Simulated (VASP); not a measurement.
# ZrB2 in VASP: notebook

ZrB2 is run at these levels: PBE; tasks: electric field gradients.

Program: VASP 6.6.1. These are calculated values, not measurements. Logs are shortened: lines on timing, memory, paths and dates and some standing lists are left out, and cuts for length are marked.

## (1) The cell of the first run

It takes space group P6/mmm (No. 191, hexagonal). The conventional cell has a = 3.260 Å, b = 3.260 Å, c = 3.520 Å, α = 90.00°, β = 90.00°, γ = 120.00°. Within 3.4 Å of Zr (site symmetry 6/mmm) lie 12 B at 2.58 Å and 6 Zr at 3.26 Å. Within 2.5 Å of B (site symmetry -6m2) lie 3 B at 1.88 Å.

## (2) Electric field gradients, PBE (equal xx and yy strain of +3 %)

INCAR

```
SYSTEM = ZrB2
PREC     = Accurate       ! precision mode
ENCUT    = 420            ! plane-wave cutoff, eV
EDIFF    = 1E-8           ! SCF threshold, eV
ISMEAR   = -1             ! smearing method
SIGMA    = 0.05           ! smearing width, eV
LREAL    = .FALSE.        ! projectors in reciprocal space
LASPH    = .TRUE.         ! aspherical terms in the spheres
NELM     = 120            ! most SCF steps
ALGO     = Normal         ! electronic algorithm
ISIF     = 2              ! what is computed and relaxed
LWAVE    = .FALSE.        ! write WAVECAR
LCHARG   = .FALSE.        ! write CHGCAR
GGA      = PE             ! functional
LEFG     = .TRUE.       
NBANDS   = 16             ! bands
GGA_COMPAT= .FALSE.
```

KPOINTS

```
Automatic mesh
0
G
  12 12 9
  0 0 0
```

POSCAR

```
ZrB2
1.0
    3.2599498203      0.0000000000      0.0000000000
   -1.6299749102      2.8231993595      0.0000000000
    0.0000000000      0.0000000000      3.5200000000
Zr B
1 2
Direct
    0.0000000000      0.0000000000      0.0000000000
    0.3333333333      0.6666666667      0.5000000000
    0.6666666667      0.3333333333      0.5000000000
```

Potentials or basis: VASP PAW PBE potentials, release 64 (Zr_sv, B).

Launch:

```bash
$ cat potpaw_PBE.64/Zr_sv/POTCAR potpaw_PBE.64/B/POTCAR > POTCAR
$ mpirun -np 1 vasp_std > vasp.out
```

OUTCAR:

```text
SYSTEM = ZrB2
   PREC = Accurate
   ENCUT = 420
   EDIFF = 1E-8
   ISMEAR = -1
   LREAL = .FALSE.
   LASPH = .TRUE.
   NELM = 120
   ISIF = 2
   GGA = PE

 ion  position               nearest neighbor table
   1  0.000  0.000  0.000-   2 2.58   3 2.58   2 2.58   3 2.58   3 2.58   3 2.58   2 2.58   2 2.58
                             3 2.58   3 2.58   2 2.58   2 2.58
   2  0.333  0.667  0.500-   3 1.88   3 1.88   3 1.88   1 2.58   1 2.58   1 2.58   1 2.58   1 2.58
                             1 2.58
   3  0.667  0.333  0.500-   2 1.88   2 1.88   2 1.88   1 2.58   1 2.58   1 2.58   1 2.58   1 2.58
                             1 2.58

  LATTYP: Found a hexagonal cell.
 ALAT       =     3.2599498203
 C/A-ratio  =     1.0797712217

  Lattice vectors:

 A1 = (   3.2599498203,   0.0000000000,   0.0000000000)
 A2 = (  -1.6299749102,   2.8231993595,   0.0000000000)
 A3 = (   0.0000000000,   0.0000000000,   3.5200000000)

Analysis of symmetry for initial positions (statically):
=====================================================================
 Subroutine PRICEL returns:
 Original cell was already a primitive cell.

 Routine SETGRP: Setting up the symmetry group for a
 hexagonal supercell.

 Subroutine GETGRP returns: Found 24 space group operations
 (whereof 24 operations were pure point group operations)
 out of a pool of 24 trial point group operations.

The static configuration has the point symmetry D_6h.

Analysis of symmetry for dynamics (positions and initial velocities):
=====================================================================
 Subroutine PRICEL returns:
 Original cell was already a primitive cell.

 Routine SETGRP: Setting up the symmetry group for a
 hexagonal supercell.

 Subroutine GETGRP returns: Found 24 space group operations
 (whereof 24 operations were pure point group operations)
 out of a pool of 24 trial point group operations.

The dynamic configuration has the point symmetry D_6h.

 Subroutine INISYM returns: Found 24 space group operations
 (whereof 24 operations are pure point group operations),
 and found     1 'primitive' translations

----------------------------------------------------------------------------------------

                                     Primitive cell

  volume of cell :      32.3963

  direct lattice vectors                    reciprocal lattice vectors
     3.259949820  0.000000000  0.000000000     0.306753188  0.177104036  0.000000000
    -1.629974910  2.823199359  0.000000000     0.000000000  0.354208071  0.000000000
     0.000000000  0.000000000  3.520000000     0.000000000  0.000000000  0.284090909

  length of vectors
     3.259949820  3.259949820  3.520000000     0.354208071  0.354208071  0.284090909

  position of ions in fractional coordinates (direct lattice)
     0.000000000  0.000000000  0.000000000
     0.333333333  0.666666667  0.500000000
     0.666666667  0.333333333  0.500000000

  ion indices of the primitive-cell ions
   primitive index   ion index
                 1           1
                 2           2
                 3           3

----------------------------------------------------------------------------------------

 KPOINTS: Automatic mesh

Automatic generation of k-mesh.
 Grid dimensions read from file:
 generate k-points for:   12   12    9

 Generating k-lattice:

  Cartesian coordinates                     Fractional coordinates (reciprocal lattice)
     0.025562766  0.014758670  0.000000000     0.083333333  0.000000000  0.000000000
     0.000000000  0.029517339  0.000000000     0.000000000  0.083333333  0.000000000
     0.000000000  0.000000000  0.031565657     0.000000000  0.000000000  0.111111111

  Length of vectors
     0.029517339  0.029517339  0.031565657

  Shift w.r.t. Gamma in fractional coordinates (k-lattice)
     0.000000000  0.000000000  0.000000000

 Subroutine IBZKPT returns following result:
 ===========================================

 Found     95 irreducible k-points:

 Following reciprocal coordinates:
            Coordinates               Weight
  0.000000  0.000000  0.000000      1.000000
  0.083333  0.000000  0.000000      6.000000
  0.166667  0.000000  0.000000      6.000000
  0.250000  0.000000  0.000000      6.000000
  0.333333  0.000000  0.000000      6.000000
  0.416667  0.000000  0.000000      6.000000
[... 16 lines left out ...]
  0.250000  0.000000  0.111111     12.000000
  0.333333  0.000000  0.111111     12.000000
 [... further k-points ...]
   k-points           NKPTS =     95   k-points in BZ     NKDIM =     95   number of bands    NBANDS=     16
   number of dos      NEDOS =    301   number of ions     NIONS =      3
   total plane-waves  NPLWV =  13824
   dimension x,y,z NGX =    24 NGY =   24 NGZ =   24
   dimension x,y,z NGXF=    48 NGYF=   48 NGZF=   48
   ions per type =               1   2
   NGX,Y,Z   is equivalent  to a cutoff of  12.24, 12.24, 11.33 a.u.
   NGXF,Y,Z  is equivalent  to a cutoff of  24.48, 24.48, 22.67 a.u.
 SYSTEM =  ZrB2
   PREC   = accura    normal or accurate (medium, high low for compatibility)
   ISTART =      0    job   : 0-new  1-cont  2-samecut
   ICHARG =      2    charge: 1-file 2-atom 10-const
   ISPIN  =      1    spin polarized calculation?
   LNONCOLLINEAR =      F non collinear calculations
   LSORBIT =      F    spin-orbit coupling
   LASPH  =      T    aspherical Exc in radial PAW
   ENCUT  =  420.0 eV  30.87 Ry    5.56 a.u.   5.45  5.45  5.88*2*pi/ulx,y,z
   NELM   =    120;   NELMIN=  2; NELMDL= -5     # of ELM steps
   EDIFF  = 0.1E-07   stopping-criterion for ELM
   LREAL  =      F    real-space projection
   EDIFFG = 0.1E-06   stopping-criterion for IOM
   NSW    =      0    number of steps for IOM
   IBRION =     -1    ionic relax: 0-MD 1-quasi-New 2-CG
   NFREE  =      0    steps in history (QN), initial steepest desc. (CG)
   ISIF   =      2    stress and relaxation
   ISYM   =      2    0-nonsym 1-usesym 2-fastsym
   POTIM  = 0.5000    time-step for ionic-motion
   TEBEG  =    0.0;   TEEND  =   0.0 temperature during run
   PSTRESS=    0.0 pullay stress
   NELECT =      18.0000    total number of electrons
   NUPDOWN=      -1.0000    fix difference up-down
   EMIN   =  10.00;   EMAX   =-10.00  energy-range for DOS
   EFERMI =   0.00;   METHOD = LEGACY
   ISMEAR =    -1;   SIGMA  =   0.05  broadening in eV -4-tet -1-fermi 0-gaus
   EFERMI_NEDOS =   21; number of points for ismear=-14 and -15
   IALGO  =     38    algorithm
   IMIX   =      4    mixing-type and parameters
     AMIX     =   0.40;   BMIX     =  1.00
     AMIX_MAG =   1.60;   BMIX_MAG =  1.00
  volume/ion in A,a.u.               =      10.80        72.87
  Fermi-wavevector in a.u.,A,eV,Ry     =   1.345862  2.543311 24.644849  1.811345
  Thomas-Fermi vector in A             =   2.473741
   LORBIT       =      0    0 simple, 1 ext, 2 COOP (PROOUT), +10 PAW based schemes
   GGA     = PE    functional components
   LHFCALC =     F    Hartree Fock is set to
   AEXX    =    0.0000 exact exchange contribution
   IVDW    =     0    specifies the selected vdW correction
   LEPSILON=     F    determine dielectric tensor
   LRPA    =     F    only Hartree local field effects (RPA)
 non-spin polarized calculation
  energy-cutoff  :      420.00
  volume of cell :       32.40
 maximum number of plane-waves:       660
 NGX is ok and might be reduce to    24
   NGX = 11   NGY = 11   NGZ = 11

 number of electron      18.0000001 magnetization

 Free energy of the ion-electron system (eV)
  ---------------------------------------------------
  ext. energy  EPLUGINS =         0.00000000
  ---------------------------------------------------
  free energy    TOTEN  =       -24.90025188 eV

  energy without entropy =      -24.89784820  energy(sigma->0) =      -24.89905004

 E-fermi :  10.0317     XC(G=0): -12.2052

 val. band max:       10.0115807614   @ k =   0.0000   0.0000   0.2222
 cond. band min:      10.0436953097   @ k =   0.0000   0.0000   0.4444
 fundamental gap:      0.0321145483
 Fermi energy:        10.0317218012

 k-point     1 :       0.0000    0.0000    0.0000
  band No.  band energies     occupation
      1     -38.8014      2.00000
      2     -16.9343      2.00000
      3     -16.5183      2.00000
      4     -16.5183      2.00000
      5      -2.4816      2.00000
      6       7.2278      2.00000
[... 8 lines left out ...]
     15      14.6885      0.00000
     16      14.6885      0.00000
[... 419 lines left out ...]
 k-point    24 :       0.3333    0.0000    0.1111
  band No.  band energies     occupation
      1     -38.7374      2.00000
      2     -17.0665      2.00000
      3     -16.8739      2.00000
      4     -16.6399      2.00000
      5      -0.5155      2.00000
      6       3.5467      2.00000
[... 8 lines left out ...]
     15      17.1719      0.00000
     16      19.8049      0.00000

 [... further k-points ...]
[... 5 lines left out ...]
  --------------------------------------------------------------------------------------
  -------------------------------------------------------------------------------------
  Total       -2.9863080     -2.9863080     -0.6337023      0.0000000     -0.0000000      0.0000000
  in kB     -147.6896496   -147.6896496    -31.3401238      0.0000000     -0.0000000      0.0000000
  external PRESSURE =    -108.9064744 kB  Pullay stress =       0.0000000 kB

 VOLUME and BASIS-vectors are now :
 -----------------------------------------------------------------------------
  energy-cutoff  :      420.00
  volume of cell :       32.40
      direct lattice vectors                 reciprocal lattice vectors
     3.259949820  0.000000000  0.000000000     0.306753188  0.177104036  0.000000000
    -1.629974910  2.823199359  0.000000000     0.000000000  0.354208071  0.000000000
     0.000000000  0.000000000  3.520000000     0.000000000  0.000000000  0.284090909

 POSITION                                       TOTAL-FORCE (eV/Angst)
 -----------------------------------------------------------------------------------
      0.00000      0.00000      0.00000        -0.000000      0.000000      0.000000
     -0.00000      1.88213      1.76000        -0.000000      0.000000      0.000000
      1.62997      0.94107      1.76000         0.000000      0.000000      0.000000
 -----------------------------------------------------------------------------------
    total drift:                               -0.000000      0.000000      0.000000

  FREE ENERGIE OF THE ION-ELECTRON SYSTEM (eV)
  ---------------------------------------------------
  free  energy   TOTEN  =       -24.9002518753 eV

  energy  without entropy=      -24.8978481998  energy(sigma->0) =      -24.89905004

 Electric field gradients (V/A^2)
---------------------------------------------------------------------
 ion       V_xx      V_yy      V_zz      V_xy      V_xz      V_yz
---------------------------------------------------------------------
   1     -17.882   -17.882    35.764     0.000    -0.000    -0.000
   2       0.004     0.004    -0.008    -0.000     0.000    -0.000
   3       0.004     0.004    -0.008    -0.000    -0.000    -0.000
---------------------------------------------------------------------

 Electric field gradients after diagonalization (V/A^2)
 (convention: |V_zz| > |V_xx| > |V_yy|)
----------------------------------------------------------------------
 ion       V_xx      V_yy      V_zz     asymmetry (V_yy - V_xx)/ V_zz
----------------------------------------------------------------------
   1     -17.882   -17.882    35.764       0.000
   2       0.004     0.004    -0.008       0.011
   3       0.004     0.004    -0.008       0.011
----------------------------------------------------------------------

           NMR quadrupolar parameters

 Cq : quadrupolar parameter    Cq=e*Q*V_zz/h
 eta: asymmetry parameters     (V_yy - V_xx)/ V_zz
 Q  : nuclear electric quadrupole moment in mb (millibarn)
----------------------------------------------------------------------
 ion       Cq(MHz)       eta       Q (mb)
----------------------------------------------------------------------
   1       0.086       0.000       1.000
   2      -0.000       0.011       1.000
   3      -0.000       0.011       1.000
----------------------------------------------------------------------
```

Wall time 17 s (1 thread of Intel Xeon Platinum 8488C (Sapphire Rapids), shared host); peak memory 0.16 GiB.

Results:

| Quantity | Value |
| --- | --- |
| Free energy | -24.9003 eV |
| Pressure | -10.9 GPa |
| Band gap on the k mesh | zero (band 9 reaches 10.43 eV, above the bottom of band 10 at 9.57 eV) |

Electric field gradients, principal values (V/Å²):
```csv
atom,least,middle,greatest (by size)
1 Zr,-17.882,-17.882,35.764
2 B,0.004,0.004,-0.008
3 B,0.004,0.004,-0.008
```

Caveat: the cell differs from its parent crystal (equal xx and yy strain of +3 %); without QUAD_EFG the Cq values of the log hold for a quadrupole moment of 1 mb, not for the nuclei.

(Continued in part 2 of 2.)
